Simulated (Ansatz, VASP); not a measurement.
**TaN in VASP and in Ansatz**

```
Ta N
1.0
     2.90405    0.00000    0.00000
    -1.45202    2.51498    0.00000
     0.00000    0.00000    2.85405
Ta N
1 1
Direct
  0.33333 0.66667 0.50000
  0.00000 0.00000 0.00000
```

Alike in both runs: functional PBEsol; dispersion D3(BJ); k mesh 13 × 13 × 12; occupations fermi-dirac, width 0.1 eV; no spin polarisation.

Ansatz relaxed the structure, and its values are those at the end. VASP's run is a single point on that final structure, the one shown.

|  | VASP | Ansatz |
| --- | --- | --- |
| version | VASP 6.6.1 | Ansatz 0.2.0 |
| potentials or method | VASP PAW PBE potentials, release 64 (Ta_pv, N), cutoff 520 eV | plane waves, PAW |
| valence electrons in the cell | 16 | 18 |

|  | VASP | Ansatz | Ansatz less VASP |
| --- | --- | --- | --- |
| pressure (GPa) | 0.9 | 0.0 | -0.94 |

VASP's potentials were made for PBE, not for PBEsol. VASP's potentials hold 16 valence electrons a cell and Ansatz's 18, so a difference there can come from the potentials and not from the codes.

Neither program's run includes spin-orbit coupling.
